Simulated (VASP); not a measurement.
# Zn (P6_3/mmc) in VASP: notebook

The runs below take Zn through relaxation of shape and atoms at fixed volume, with PBE.

All numbers are computed with VASP 6.6.1; they aren't measurements. Logs are shortened: lines on timing, memory, paths and dates and some standing lists are left out, and cuts for length are marked.

## Step 1: The cell of the first run

The structure is hexagonal, space group P6_3/mmc (No. 194). Conventional cell: a = 2.674 Å, b = 2.674 Å, c = 5.250 Å, α = 90.00°, β = 90.00°, γ = 120.00°. Within 3.5 Å of Zn (site symmetry -6m2) lie 12 Zn at 2.67 to 3.05 Å.

## Step 2: Relaxation of shape and atoms at fixed volume, PBE (16.26 Å³/atom)

INCAR

```
PREC = Accurate ; ENCUT = 600
EDIFF = 1E-6 ; ISMEAR = 0
SIGMA = 0.1 ; LREAL = False
LASPH = True ; NELM = 100
ALGO = Fast ; ISIF = 4
LWAVE = False ; LCHARG = False
GGA = PE ; IBRION = 2
NSW = 50 ; EDIFFG = -0.01
```

KPOINTS

```
regular mesh
0
Gamma
  18 18 8
```

POSCAR

```
Zn
1.0
    2.6742408264      0.0000000000      0.0000000000
   -1.3371204132      2.3159604915      0.0000000000
    0.0000000000      0.0000000000      5.2503068836
Zn
2
Direct
    0.3333333333      0.6666666667      0.2500000000
    0.6666666667      0.3333333333      0.7500000000
```

Potentials or basis: VASP PAW PBE potentials, release 64 (Zn).

Started as:

```console
> cat potpaw_PBE.64/Zn/POTCAR > POTCAR
> mpirun -np 1 vasp_std > vasp.out
```

OUTCAR:

```text
PREC = Accurate
   ENCUT = 600
   EDIFF = 1E-6
   ISMEAR = 0
   LREAL = False
   LASPH = True
   NELM = 100
   ISIF = 4
   GGA = PE
   IBRION = 2
   NSW = 50
   EDIFFG = -0.01

 ion  position               nearest neighbor table
   1  0.333  0.667  0.250-   2 3.05   2 3.05   2 3.05   2 3.05   2 3.05   2 3.05
   2  0.667  0.333  0.750-   1 3.05   1 3.05   1 3.05   1 3.05   1 3.05   1 3.05

  LATTYP: Found a hexagonal cell.
 ALAT       =     2.6742408264
 C/A-ratio  =     1.9632887329

  Lattice vectors:

 A1 = (   2.6742408264,   0.0000000000,   0.0000000000)
 A2 = (  -1.3371204132,   2.3159604915,   0.0000000000)
 A3 = (   0.0000000000,   0.0000000000,   5.2503068836)

Analysis of symmetry for initial positions (statically):
=====================================================================
 Subroutine PRICEL returns:
 Original cell was already a primitive cell.

 Routine SETGRP: Setting up the symmetry group for a
 hexagonal supercell.

 Subroutine GETGRP returns: Found 24 space group operations
 (whereof 12 operations were pure point group operations)
 out of a pool of 24 trial point group operations.

The static configuration has the point symmetry D_3d.
 The point group associated with its full space group is D_6h.

Analysis of symmetry for dynamics (positions and initial velocities):
=====================================================================
 Subroutine PRICEL returns:
 Original cell was already a primitive cell.

 Routine SETGRP: Setting up the symmetry group for a
 hexagonal supercell.

 Subroutine GETGRP returns: Found 24 space group operations
 (whereof 12 operations were pure point group operations)
 out of a pool of 24 trial point group operations.

The dynamic configuration has the point symmetry D_3d.
 The point group associated with its full space group is D_6h.

 Subroutine INISYM returns: Found 24 space group operations
 (whereof 12 operations are pure point group operations),
 and found     1 'primitive' translations

----------------------------------------------------------------------------------------

                                     Primitive cell

  volume of cell :      32.5174

  direct lattice vectors                    reciprocal lattice vectors
     2.674240826  0.000000000  0.000000000     0.373937900  0.215893148  0.000000000
    -1.337120413  2.315960491  0.000000000     0.000000000  0.431786295  0.000000000
     0.000000000  0.000000000  5.250306884     0.000000000  0.000000000  0.190465057

  length of vectors
     2.674240826  2.674240826  5.250306884     0.431786295  0.431786295  0.190465057

  position of ions in fractional coordinates (direct lattice)
     0.333333333  0.666666667  0.250000000
     0.666666667  0.333333333  0.750000000

  ion indices of the primitive-cell ions
   primitive index   ion index
                 1           1
                 2           2

----------------------------------------------------------------------------------------

 KPOINTS: regular mesh

Automatic generation of k-mesh.
 Grid dimensions read from file:
 generate k-points for:   18   18    8

 Generating k-lattice:

  Cartesian coordinates                     Fractional coordinates (reciprocal lattice)
     0.020774328  0.011994064  0.000000000     0.055555556 -0.000000000  0.000000000
     0.000000000  0.023988128  0.000000000     0.000000000  0.055555556  0.000000000
     0.000000000  0.000000000  0.023808132     0.000000000  0.000000000  0.125000000

  Length of vectors
     0.023988128  0.023988128  0.023808132

  Shift w.r.t. Gamma in fractional coordinates (k-lattice)
     0.000000000  0.000000000  0.000000000

 Subroutine IBZKPT returns following result:
 ===========================================

 Found    185 irreducible k-points:

 Following reciprocal coordinates:
            Coordinates               Weight
  0.000000  0.000000  0.000000      1.000000
  0.055556  0.000000  0.000000      6.000000
  0.111111  0.000000  0.000000      6.000000
  0.166667  0.000000  0.000000      6.000000
  0.222222  0.000000  0.000000      6.000000
  0.277778  0.000000  0.000000      6.000000
[... 16 lines left out ...]
  0.333333  0.111111  0.000000     12.000000
  0.388889  0.111111  0.000000     12.000000
 [... further k-points ...]
   k-points           NKPTS =    185   k-points in BZ     NKDIM =    185   number of bands    NBANDS=     16
   number of dos      NEDOS =    301   number of ions     NIONS =      2
   total plane-waves  NPLWV =  24192
   dimension x,y,z NGX =    24 NGY =   24 NGZ =   42
   dimension x,y,z NGXF=    48 NGYF=   48 NGZF=   84
   ions per type =               2
   NGX,Y,Z   is equivalent  to a cutoff of  14.92, 14.92, 13.30 a.u.
   NGXF,Y,Z  is equivalent  to a cutoff of  29.84, 29.84, 26.60 a.u.
 SYSTEM =  unknown system
   PREC   = accura    normal or accurate (medium, high low for compatibility)
   ISTART =      0    job   : 0-new  1-cont  2-samecut
   ICHARG =      2    charge: 1-file 2-atom 10-const
   ISPIN  =      1    spin polarized calculation?
   LNONCOLLINEAR =      F non collinear calculations
   LSORBIT =      F    spin-orbit coupling
   LASPH  =      T    aspherical Exc in radial PAW
   ENCUT  =  600.0 eV  44.10 Ry    6.64 a.u.   5.34  5.34 10.49*2*pi/ulx,y,z
   NELM   =    100;   NELMIN=  2; NELMDL= -5     # of ELM steps
   EDIFF  = 0.1E-05   stopping-criterion for ELM
   LREAL  =      F    real-space projection
   EDIFFG = -.1E-01   stopping-criterion for IOM
   NSW    =     50    number of steps for IOM
   IBRION =      2    ionic relax: 0-MD 1-quasi-New 2-CG
   NFREE  =      1    steps in history (QN), initial steepest desc. (CG)
   ISIF   =      4    stress and relaxation
   ISYM   =      2    0-nonsym 1-usesym 2-fastsym
   POTIM  = 0.5000    time-step for ionic-motion
   TEBEG  =    0.0;   TEEND  =   0.0 temperature during run
   PSTRESS=    0.0 pullay stress
   NELECT =      24.0000    total number of electrons
   NUPDOWN=      -1.0000    fix difference up-down
   EMIN   =  10.00;   EMAX   =-10.00  energy-range for DOS
   EFERMI =   0.00;   METHOD = LEGACY
   ISMEAR =     0;   SIGMA  =   0.10  broadening in eV -4-tet -1-fermi 0-gaus
   EFERMI_NEDOS =   21; number of points for ismear=-14 and -15
   IALGO  =     68    algorithm
   IMIX   =      4    mixing-type and parameters
     AMIX     =   0.40;   BMIX     =  1.00
     AMIX_MAG =   1.60;   BMIX_MAG =  1.00
  volume/ion in A,a.u.               =      16.26       109.72
  Fermi-wavevector in a.u.,A,eV,Ry     =   1.479471  2.795795 29.780901  2.188834
  Thomas-Fermi vector in A             =   2.593625
   LORBIT       =      0    0 simple, 1 ext, 2 COOP (PROOUT), +10 PAW based schemes
   GGA     = PE    functional components
   LHFCALC =     F    Hartree Fock is set to
   AEXX    =    0.0000 exact exchange contribution
   IVDW    =     0    specifies the selected vdW correction
   LEPSILON=     F    determine dielectric tensor
   LRPA    =     F    only Hartree local field effects (RPA)
 conjugate gradient relaxation of ions
 non-spin polarized calculation
 RMM-DIIS sequential band-by-band and
 Gauss-broadening in eV      SIGMA  =   0.10
  energy-cutoff  :      600.00
  volume of cell :       32.52
 maximum number of plane-waves:      1112
 NGX is ok and might be reduce to    24
   NGX = 11   NGY = 11   NGZ = 21

--------------------------------------- Ionic step        1  -------------------------------------------

 number of electron      24.0000003 magnetization

 Free energy of the ion-electron system (eV)
  ---------------------------------------------------
  ext. energy  EPLUGINS =         0.00000000
  ---------------------------------------------------
  free energy    TOTEN  =        -2.20285318 eV

  energy without entropy =       -2.20117383  energy(sigma->0) =       -2.20201351

------------------------ aborting loop because EDIFF is reached ----------------------------------------

  FORCE on cell =-STRESS in cart. coord.  units (eV):
  Direction    XX          YY          ZZ          XY          YZ          ZX
  --------------------------------------------------------------------------------------
  -------------------------------------------------------------------------------------
  Total       -0.7138288     -0.7138288     -0.5413669     -0.0000000      0.0000000      0.0000000
  in kB      -35.1712923    -35.1712923    -26.6738627     -0.0000000      0.0000000      0.0000000
  external PRESSURE =     -32.3388158 kB  Pullay stress =       0.0000000 kB
[... 57 lines left out ...]
  energy  without entropy=       -2.2015509095  energy(sigma->0) =       -2.20239544

--------------------------------------- Ionic step        3  -------------------------------------------

 number of electron      23.9999998 magnetization

 Free energy of the ion-electron system (eV)
  ---------------------------------------------------
  ext. energy  EPLUGINS =         0.00000000
  ---------------------------------------------------
  free energy    TOTEN  =        -2.20348221 eV

  energy without entropy =       -2.20188683  energy(sigma->0) =       -2.20268452

 E-fermi :   2.5358     XC(G=0): -11.1882

 val. band max:        2.5310444069   @ k =   0.3889   0.0556   0.0000
 cond. band min:       2.5611602560   @ k =   0.3889   0.2222   0.5000
 fundamental gap:      0.0301158491
 Fermi energy:         2.5357738048

 k-point     1 :       0.0000    0.0000    0.0000
  band No.  band energies     occupation
      1      -7.2697      2.00000
      2      -5.8339      2.00000
      3      -5.1815      2.00000
      4      -4.9207      2.00000
      5      -4.9207      2.00000
      6      -4.8899      2.00000
[... 8 lines left out ...]
     15      17.4396      0.00000
     16      20.5531      0.00000
[... 420 lines left out ...]
  band No.  band energies     occupation
      1      -5.5050      2.00000
      2      -5.4255      2.00000
      3      -5.2861      2.00000
      4      -4.9488      2.00000
      5      -4.7503      2.00000
      6      -4.7456      2.00000
[... 8 lines left out ...]
     15       7.4387      0.00000
     16       9.3203      0.00000

 [... further k-points ...]

------------------------ aborting loop because EDIFF is reached ----------------------------------------

  FORCE on cell =-STRESS in cart. coord.  units (eV):
  Direction    XX          YY          ZZ          XY          YZ          ZX
  --------------------------------------------------------------------------------------
  -------------------------------------------------------------------------------------
  Total       -0.6132013     -0.6132013     -0.6128207      0.0000000      0.0000000      0.0000000
  in kB      -30.2132390    -30.2132390    -30.1944895      0.0000000      0.0000000      0.0000000
  external PRESSURE =     -30.2069892 kB  Pullay stress =       0.0000000 kB
[... 17 lines left out ...]
  FREE ENERGIE OF THE ION-ELECTRON SYSTEM (eV)
  ---------------------------------------------------
  free  energy   TOTEN  =        -2.2034822070 eV

  energy  without entropy=       -2.2018868331  energy(sigma->0) =       -2.20268452

 reached required accuracy - stopping structural energy minimisation
```

Run time: 2.1 min. Hardware: 1 thread of AMD EPYC 9R45 (Zen 5), shared host; peak memory 0.21 GiB.

What came out:

```
Free energy               : -2.2035 eV
Energy gained by relaxing : 0.3 meV/atom
Ionic steps               : 3
Pressure after relaxing   : -3.0 GPa
Band gap on the k mesh    : zero (bands 12 and 13 overlap by 5.27 eV)
```

Step by step:
```
step  energy change (eV)  largest force (eV/Å)  pressure (GPa)  volume (Å³)
   1              0.0000                0.0000           -3.23        32.52
   2             -0.0004                0.0000           -3.03        32.52
   3             -0.0006                0.0000           -3.02        32.52
```

Final structure:
```cif
data_structure
_symmetry_space_group_name_H-M 'P 1'
_symmetry_Int_Tables_number 1
_cell_length_a 2.6644
_cell_length_b 2.6644
_cell_length_c 5.2890
_cell_angle_alpha 90.000
_cell_angle_beta 90.000
_cell_angle_gamma 120.000
_cell_volume 32.52
loop_
_atom_site_label
_atom_site_type_symbol
_atom_site_fract_x
_atom_site_fract_y
_atom_site_fract_z
_atom_site_occupancy
Zn1 Zn 0.33333 0.66667 0.25000 1
Zn2 Zn 0.66667 0.33333 0.75000 1
```

Levels at points of the mesh, in eV from the Fermi level:
| k point | band 9 | band 10 | band 11 | band 12 | band 13 | band 14 | band 15 | band 16 |
| --- | --- | --- | --- | --- | --- | --- | --- | --- |
| (0.00, 0.00, 0.00) | -7.05 | -6.92 | -6.92 | -3.68 | -3.44 | 11.09 | 14.90 | 18.02 |
| (0.50, 0.00, 0.00) | -6.70 | -6.69 | -2.31 | -1.69 | 2.19 | 3.49 | 3.66 | 5.61 |
| (0.00, 0.00, 0.50) | -6.98 | -6.98 | -6.98 | -6.98 | 3.35 | 3.35 | 19.08 | 19.08 |
| (0.50, 0.00, 0.50) | -6.70 | -6.70 | -1.46 | -1.46 | 0.33 | 0.33 | 9.05 | 9.05 |

## Step 3: Relaxation of shape and atoms at fixed volume, PBE

INCAR

```
SYSTEM = Zn
ALGO = Fast ; EDIFF = 1E-7
EDIFFG = -0.01 ; ENCUT = 600
GGA = PE ; IBRION = 2
ISIF = 4 ; ISMEAR = 0
LASPH = .True. ; LCHARG = .False.
LREAL = .False. ; LWAVE = .False.
NELM = 60 ; NSW = 50
PREC = Accurate ; SIGMA = 0.1
```

KPOINTS

```
k-points
0
Gamma
  18 18 8
  0 0 0
```

POSCAR is that of step 2.

Potentials or basis: VASP PAW PBE potentials, release 64 (Zn).

Started as:

```console
> cat potpaw_PBE.64/Zn/POTCAR > POTCAR
> mpirun -np 1 vasp_std > vasp.out
```

Run time: 2.3 min. Hardware: 1 thread of AMD EPYC 9R45 (Zen 5), shared host; peak memory 0.21 GiB.

The run converged. Its results:

* Free energy: -2.2035 eV
* Energy gained by relaxing: 0.3 meV/atom
* Ionic steps: 3
* Pressure after relaxing: -3.0 GPa
* Band gap on the k mesh: zero (bands 12 and 13 overlap by 5.27 eV)

The path:
```tsv
step	energy change (eV)	largest force (eV/Å)	pressure (GPa)	volume (Å³)
1	0.0000	0.0000	-3.26	32.52
2	-0.0004	0.0000	-3.18	32.52
3	-0.0006	0.0000	-2.95	32.52
```

Final structure:
```
Zn
1.0
     2.66454    0.00000    0.00000
    -1.33227    2.30756    0.00000
     0.00000    0.00000    5.28862
Zn
2
Direct
  0.33333 0.66667 0.25000
  0.66667 0.33333 0.75000
```

Levels at points of the mesh, in eV from the Fermi level:
| k point | band 8 | band 9 | band 10 | band 11 | band 12 | band 13 | band 14 | band 15 | band 16 |
| --- | --- | --- | --- | --- | --- | --- | --- | --- | --- |
| (0.00, 0.00, 0.00) | -7.05 | -7.05 | -6.92 | -6.92 | -3.68 | -3.44 | 11.10 | 14.91 | 18.01 |
| (0.50, 0.00, 0.00) | -6.96 | -6.70 | -6.69 | -2.31 | -1.69 | 2.19 | 3.49 | 3.66 | 5.61 |
| (0.00, 0.00, 0.50) | -7.34 | -6.98 | -6.98 | -6.98 | -6.98 | 3.35 | 3.35 | 19.08 | 19.08 |
| (0.50, 0.00, 0.50) | -6.96 | -6.70 | -6.70 | -1.46 | -1.46 | 0.33 | 0.33 | 9.05 | 9.05 |

(Continued in part 2 of 2.)

The gap in the log of VASP goes by the Fermi energy; the results here count the filled bands.